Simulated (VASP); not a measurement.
Wanted: the native input for a VASP 6.6.1 run.

- Task: single point
- Functional: PBE
- Potentials or basis: VASP PAW PBE potentials, release 64 (Ca_sv, Pt)
- Cutoff: 520 eV
- k mesh: 8 × 8 × 8
- Occupations: gaussian, width 0.1 eV
- Spin: no spin polarisation
- Dipole correction: no
- Further INCAR settings: ALGO = Fast; EDIFF = 1e-06; NBANDS = 33

The structure of Ca4Pt lies in POSCAR:

```
Ca4Pt
1.0
    5.4931296767      0.0000000000      0.0000000000
    0.0000000000      5.4931296767      0.0000000000
    0.0000000000      0.0000000000      5.4931296767
Ca Pt
4 1
Direct
    0.0000000000      0.5000000000      0.5000000000
    0.5000000000      0.0000000000      0.5000000000
    0.5000000000      0.5000000000      0.0000000000
    0.0000000000      0.0000000000      0.0000000000
    0.5000000000      0.5000000000      0.5000000000
```

These files were run (other wordings do the same):

INCAR

```
SYSTEM = Ca4Pt
PREC = Accurate
ENCUT = 520
EDIFF = 1E-6
ISMEAR = 0
SIGMA = 0.1
LREAL = .FALSE.
LASPH = .TRUE.
NELM = 100
ALGO = Fast
ISIF = 2
LWAVE = .FALSE.
LCHARG = .TRUE.
GGA = PE
LELF = .TRUE.
LVHAR = .TRUE.
NBANDS = 33
```

KPOINTS

```
regular mesh
0
G
  8 8 8
  0 0 0
```

Potentials or basis: VASP PAW PBE potentials, release 64 (Ca_sv, Pt).

Command:

```sh
$ cat potpaw_PBE.64/Ca_sv/POTCAR potpaw_PBE.64/Pt/POTCAR > POTCAR
$ mpirun -np 1 vasp_std > vasp.out
```

Results of the run:

| Property | Result |
| --- | --- |
| Pressure | 3.4 GPa |
| Band gap on the k mesh | zero (bands 25 and 26 overlap by 1.17 eV) |

Caveat: the cell stands under pressure; spin-orbit coupling is left out, which moves the levels of the heavy elements.

It took 7.1 min on 1 thread of Intel(R) Xeon(R) 6975P-C (Granite Rapids) (shared host), peak memory 0.36 GiB.
